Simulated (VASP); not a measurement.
Input of a VASP 6.6.1 run:

The input INCAR:

```
PREC     = Accurate       # precision mode
ENCUT    = 520            # plane-wave cutoff, eV
EDIFF    = 1E-6           # SCF threshold, eV
ISMEAR   = 0              # smearing method
SIGMA    = 0.15           # smearing width, eV
LREAL    = False          # projectors in reciprocal space
LASPH    = True           # aspherical terms in the spheres
NELM     = 100            # most SCF steps
ALGO     = Fast           # electronic algorithm
ISIF     = 2              # what is computed and relaxed
LWAVE    = False          # write WAVECAR
LCHARG   = False          # write CHGCAR
NBANDS   = 18             # bands
```

File KPOINTS:

```
regular mesh
0
Gamma
  18 18 10
```

POSCAR

```
Sc
1.0
    3.4080618342      0.0000000000      0.0000000000
   -1.7040309171      2.9514681261      0.0000000000
    0.0000000000      0.0000000000      5.1099600000
Sc
2
Direct
    0.3333333333      0.6666666667      0.2500000000
    0.6666666667      0.3333333333      0.7500000000
```

Potentials or basis: VASP PAW LDA potentials, release 64 (Sc_sv).

Launch:

```bash
$ cat potpaw_LDA.64/Sc_sv/POTCAR > POTCAR
$ mpirun -np 1 vasp_std > vasp.out
```

Problem. Estimate the pressure.

Solution. -6.4 GPa.

Problem. What does it give for the band gap on the k mesh?

Solution. Zero (band 11 reaches 4.26 eV, above the bottom of band 12 at 2.71 eV).

Stress tensor (GPa, compression positive):
```
-7.18  0.00  0.00
 0.00 -7.18  0.00
 0.00  0.00 -4.95
```

Caveat: the cell differs from its parent crystal (strain +0.030 along x and y, -0.030 along z).
